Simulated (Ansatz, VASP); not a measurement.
Ru in VASP and in Ansatz

```
Ru
1.0
     2.70580    0.00000    0.00000
    -1.35290    2.34329    0.00000
     0.00000    0.00000    4.28190
Ru
2
Direct
  0.33333 0.66667 0.25000
  0.66667 0.33333 0.75000
```

Alike in both runs: task electric field gradients; functional PBE; k mesh 20 × 20 × 11; occupations fermi-dirac, width 0.05 eV; no spin polarisation.

|  | VASP | Ansatz |
| --- | --- | --- |
| version | VASP 6.6.1 | Ansatz 0.2.0 |
| potentials or method | VASP PAW PBE potentials, release 64 (Ru_pv) | plane-wave PAW, scalar-relativistic |
| plane-wave cutoff (eV) | 400 | 420 |
| valence electrons in the cell | 28 | 32 |

|  | VASP | Ansatz | Ansatz less VASP |
| --- | --- | --- | --- |
| pressure (GPa) | 3.5 | 4.5 | +1.02 |
| traceless stress, the component that is largest in VASP (GPa) | -1.05 | -1.05 | -0.002 |
| size of Vzz on the site where it differs most (V/Å²) | 14.8 | 12.9 | -1.90 |

With one functional, cell and mesh, what is left measures potentials, basis and numerics. VASP's potentials hold 28 valence electrons a cell and Ansatz's 32, so a difference there can come from the potentials and not from the codes. Ansatz's warnings: stress scf threshold loose.
